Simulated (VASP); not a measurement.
# Ba (Immm) in VASP: further runs, part 2 of 2

VASP 6.6.1.

**5. Single point, PBE (strain +0.0250 x Voigt [1, -1, 0, 0, 0, 0])**

Contents of INCAR:

```
SYSTEM = Ba
  ALGO = Fast
  EDIFF = 1E-6
  ENCUT = 520
  GGA = PE
  ISIF = 2
  ISMEAR = 0
  LASPH = .TRUE.
  LCHARG = .FALSE.
  LREAL = .FALSE.
  LWAVE = .FALSE.
  NBANDS = 11
  NELM = 80
  PREC = Accurate
  SIGMA = 0.15
```

Contents of KPOINTS:

```
k-points
0
G
  14 14 14
  0 0 0
```

Contents of POSCAR:

```
Ba
1.0
   -2.5625000000      2.4375000000      2.5000000000
    2.5625000000     -2.4375000000      2.5000000000
    2.5625000000      2.4375000000     -2.5000000000
Ba
1
Direct
    0.0000000000      0.0000000000      0.0000000000
```

Potentials or basis: VASP PAW PBE potentials, release 64 (Ba_sv).

Command:

```console
$ cat potpaw_PBE.64/Ba_sv/POTCAR > POTCAR
$ mpirun -np 1 vasp_std > vasp.out
```

OUTCAR:

```text
SYSTEM = Ba
   EDIFF = 1E-6
   ENCUT = 520
   GGA = PE
   ISIF = 2
   ISMEAR = 0
   LASPH = .TRUE.
   LREAL = .FALSE.
   NELM = 80
   PREC = Accurate

 ion  position               nearest neighbor table
   1  0.000  0.000  0.000-

  LATTYP: Found a body centered orthorhombic cell.
 ALAT       =     4.8750000000
 B/A-ratio  =     1.0256410256
 C/A-ratio  =     1.0512820513

  Lattice vectors:

 A1 = (  -2.5625000000,  -2.4375000000,  -2.5000000000)
 A2 = (  -2.5625000000,   2.4375000000,   2.5000000000)
 A3 = (   2.5625000000,   2.4375000000,  -2.5000000000)

Analysis of symmetry for initial positions (statically):
=====================================================================
 Subroutine PRICEL returns:
 Original cell was already a primitive cell.

 Routine SETGRP: Setting up the symmetry group for a
 body centered orthorhombic supercell.

 Subroutine GETGRP returns: Found  8 space group operations
 (whereof  8 operations were pure point group operations)
[... 167 lines left out ...]
 fundamental gap:      0.0060625771
 Fermi energy:         1.6732993121

 k-point     1 :       0.0000    0.0000    0.0000
  band No.  band energies     occupation
      1     -27.1947      2.00000
      2     -12.1401      2.00000
      3     -12.1396      2.00000
      4     -12.1381      2.00000
      5      -1.0798      2.00000
      6       3.3697      0.00000
      7       3.5291      0.00000
      8       3.6715      0.00000
      9       4.7299      0.00000
     10       5.1135      0.00000
     11       8.4507      0.00000
[... 309 lines left out ...]
 k-point    24 :       0.0714    0.1429   -0.0000
  band No.  band energies     occupation
      1     -27.1808      2.00000
      2     -12.2947      2.00000
      3     -12.1786      2.00000
      4     -12.1478      2.00000
      5      -0.4548      2.00000
      6       3.0111      0.00000
      7       3.1876      0.00000
      8       4.2428      0.00000
      9       4.3935      0.00000
     10       5.0790      0.00000
     11       9.1196      0.00000

 [... further k-points ...]

------------------------ aborting loop because EDIFF is reached ----------------------------------------

  FORCE on cell =-STRESS in cart. coord.  units (eV):
  Direction    XX          YY          ZZ          XY          YZ          ZX
  --------------------------------------------------------------------------------------
  -------------------------------------------------------------------------------------
  Total        0.0259745      0.1196516      0.0603967      0.0000000     -0.0000000      0.0000000
  in kB        0.6662698      3.0691681      1.5492268      0.0000000     -0.0000000      0.0000000
  external PRESSURE =       1.7615549 kB  Pullay stress =       0.0000000 kB

 VOLUME and BASIS-vectors are now :
 -----------------------------------------------------------------------------
  energy-cutoff  :      520.00
  volume of cell :       62.46
      direct lattice vectors                 reciprocal lattice vectors
    -2.562500000  2.437500000  2.500000000     0.000000000  0.205128205  0.200000000
     2.562500000 -2.437500000  2.500000000     0.195121951  0.000000000  0.200000000
     2.562500000  2.437500000 -2.500000000     0.195121951  0.205128205  0.000000000

 POSITION                                       TOTAL-FORCE (eV/Angst)
 -----------------------------------------------------------------------------------
      0.00000      0.00000      0.00000        -0.000000     -0.000000     -0.000000
 -----------------------------------------------------------------------------------
    total drift:                                0.000000      0.000000      0.000000

  FREE ENERGIE OF THE ION-ELECTRON SYSTEM (eV)
  ---------------------------------------------------
  free  energy   TOTEN  =        -1.9131066244 eV

  energy  without entropy=       -1.8993240089  energy(sigma->0) =       -1.90621532
```

OSZICAR:

```text
N       E                     dE             d eps       ncg     rms          rms(c)
DAV:   1     0.541137268328E+02    0.54114E+02   -0.42366E+03  9424   0.750E+02
DAV:   2     0.714230596323E+00   -0.53399E+02   -0.51903E+02 11294   0.136E+02
DAV:   3    -0.183526891235E+01   -0.25495E+01   -0.25317E+01 12027   0.308E+01
DAV:   4    -0.191094539318E+01   -0.75676E-01   -0.75504E-01 12490   0.493E+00
DAV:   5    -0.191305200750E+01   -0.21066E-02   -0.21063E-02 12559   0.645E-01    0.164E+00
RMM:   6    -0.191249973341E+01    0.55227E-03   -0.28093E-03  9989   0.543E-01    0.983E-01
RMM:   7    -0.191280826284E+01   -0.30853E-03   -0.76218E-03 10599   0.983E-01    0.439E-02
RMM:   8    -0.191307005833E+01   -0.26180E-03   -0.10914E-03 12945   0.214E-01    0.191E-02
RMM:   9    -0.191310134399E+01   -0.31286E-04   -0.20058E-04 14075   0.587E-02    0.105E-02
RMM:  10    -0.191310598805E+01   -0.46441E-05   -0.32505E-05 13851   0.347E-02    0.494E-03
RMM:  11    -0.191310662444E+01   -0.63639E-06   -0.65838E-06 12548   0.111E-02
   1 F= -.19131066E+01 E0= -.19062153E+01  d E =-.137826E-01
```

stdout:

```text
POSCAR found type information on POSCAR Ba
 POSCAR found :  1 types and       1 ions
 scaLAPACK will be used
 LDA part: xc-table for (Slater+PW92), standard interpolation
 POSCAR, INCAR and KPOINTS ok, starting setup
 FFT: planning ... GRIDC
 FFT: planning ... GRID_SOFT
 FFT: planning ... GRID
 WAVECAR not read
 entering main loop
WARNING in EDDRMM: call to ZHEGV failed, returncode =   8  4      9
```

It took 2.1 min on 1 thread of Intel Xeon Platinum 8488C (Sapphire Rapids), shared host; peak memory 0.4 GiB.

Results:

| Property | Result |
| --- | --- |
| Free energy | -1.9131 eV |
| Pressure | 0.2 GPa |
| Band gap on the k mesh | zero (bands 5 and 6 overlap by 0.98 eV) |

Levels at points of the mesh, in eV from the Fermi level:
```csv
k point,band 1,band 2,band 3,band 4,band 5,band 6,band 7,band 8,band 9,band 10
"(0.00, 0.00, 0.00)",-28.87,-13.81,-13.81,-13.81,-2.75,1.70,1.86,2.00,3.06,3.44
"(0.50, 0.00, 0.00)",-28.82,-14.28,-13.97,-13.83,-0.88,0.54,1.36,3.41,3.95,5.30
"(0.00, 0.50, 0.00)",-28.82,-14.29,-13.95,-13.81,-0.91,0.86,1.20,3.01,3.72,5.23
"(0.50, 0.50, 0.00)",-28.82,-14.29,-13.96,-13.82,-0.89,0.69,1.28,3.16,3.90,5.25
"(0.50, 0.50, 0.50)",-28.79,-14.16,-14.14,-14.11,-0.59,-0.52,4.13,4.40,4.69,4.76
```

Caveat: the cell differs from its parent crystal (strain +0.0250 x Voigt [1, -1, 0, 0, 0, 0]); spin-orbit coupling is left out, which moves the levels of the heavy elements.

**6. Summary**

| cell | further INCAR settings | gap on the mesh (eV) | pressure (GPa) |
| --- | --- | --- | --- |
| a = 4.338 Å, angles 103.4, 115.6, 109.6°, 1 atom | ALGO = Fast; EDIFF = 1e-07; NBANDS = 11 | none | 0.3 |
| a = 4.336 Å, angles 104.4, 114.6, 109.6°, 1 atom | ALGO = Fast; EDIFF = 1e-07; NBANDS = 11 | none | 0.2 |
| a = 4.334 Å, angles 113.5, 105.4, 109.5°, 1 atom | ALGO = Fast; EDIFF = 1e-07; NBANDS = 11 | none | 0.2 |
| a = 4.331 Å, angles 107.5, 111.5, 109.5°, 1 atom | ALGO = Fast; EDIFF = 1e-06; NBANDS = 11 | none | 0.2 |

Alike in all rows: task single point; level PBE; potentials or basis VASP PAW PBE potentials, release 64 (Ba_sv); no spin polarisation; k mesh 14 × 14 × 14; cutoff (eV) 520; smearing gaussian 0.15 eV.

Caveats: spin-orbit coupling is left out, which moves the levels of the heavy elements.

Total energies depend on the potentials used, so only differences within one code and one set of settings carry meaning.
